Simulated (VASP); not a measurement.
Set up this calculation in VASP 6.6.1, as the native input.

```yaml
Task: single point
Functional: PBE
Potentials_or_basis: VASP PAW PBE potentials, release 64 (Li_sv, Rh_pv)
Cutoff: 520 eV
k_mesh: 18 × 18 × 8
Occupations: gaussian, width 0.1 eV
Spin: no spin polarisation
Dipole_correction: no
Further_INCAR_settings: ALGO = Fast; EDIFF = 1e-06; NBANDS = 24
```

The structure of LiRh2 lies in POSCAR:

```
LiRh2
1.0
    2.6902105161      0.0000000000      0.0000000000
   -1.3451052581      2.3297906485      0.0000000000
    0.0000000000      0.0000000000      6.6622735720
Li Rh
1 2
Direct
    0.0000000000      0.0000000000      0.5000000000
    0.3333333333      0.6666666667      0.8356508946
    0.6666666667      0.3333333333      0.1643491054
```

The cell was generated, and may not be a known phase.

These files were run (other wordings do the same):

INCAR

```
  ALGO = Fast
  EDIFF = 1E-6
  ENCUT = 520
  GGA = PE
  ISIF = 2
  ISMEAR = 0
  LASPH = True
  LCHARG = False
  LREAL = False
  LWAVE = False
  NBANDS = 24
  NELM = 100
  PREC = Accurate
  SIGMA = 0.1
```

KPOINTS

```
k-points
0
Gamma
  18 18 8
```

Potentials or basis: VASP PAW PBE potentials, release 64 (Li_sv, Rh_pv).

Command:

```bash
$ cat potpaw_PBE.64/Li_sv/POTCAR potpaw_PBE.64/Rh_pv/POTCAR > POTCAR
$ mpirun -np 1 vasp_std > vasp.out
```

It gave:

```
Largest force          : 0.003 eV/Å
Band gap on the k mesh : zero (an odd number of electrons rules out a gap without spin polarisation)
```

Run time: 4.9 min on 1 thread of Oxide Virtual Turin-like Processor, on a shared host, peak memory 0.29 GiB.
